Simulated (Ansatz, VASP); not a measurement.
## CdF2: VASP beside Ansatz

```
Cd F
1.0
     0.00000    2.69418    2.69418
     2.69418    0.00000    2.69418
     2.69418    2.69418    0.00000
Cd F
1 2
Direct
  0.00000 0.00000 0.00000
  0.25000 0.25000 0.25000
  0.75000 0.75000 0.75000
```

Alike in both runs: task single point; functional LDA; k mesh 8 × 8 × 8; no spin polarisation.

|  | VASP | Ansatz |
| --- | --- | --- |
| version | VASP 6.6.1 | Ansatz 0.2.0 |
| potentials or method | VASP PAW LDA potentials, release 64 (Cd, F) | plane waves, PAW |
| plane-wave cutoff (eV) | 520 | 420 |
| occupations | gaussian, width 0.01 eV | fixed |
| valence electrons in the cell | 26 | 34 |

|  | VASP | Ansatz | Ansatz less VASP |
| --- | --- | --- | --- |
| gap on the k mesh at the Fermi level (eV) | 2.80 | 2.81 | +0.014 |

LDA's correlation is that of Perdew and Zunger in VASP and of Perdew and Wang (1992) in Ansatz. VASP's potentials hold 26 valence electrons a cell and Ansatz's 34, so a difference there can come from the potentials and not from the codes.
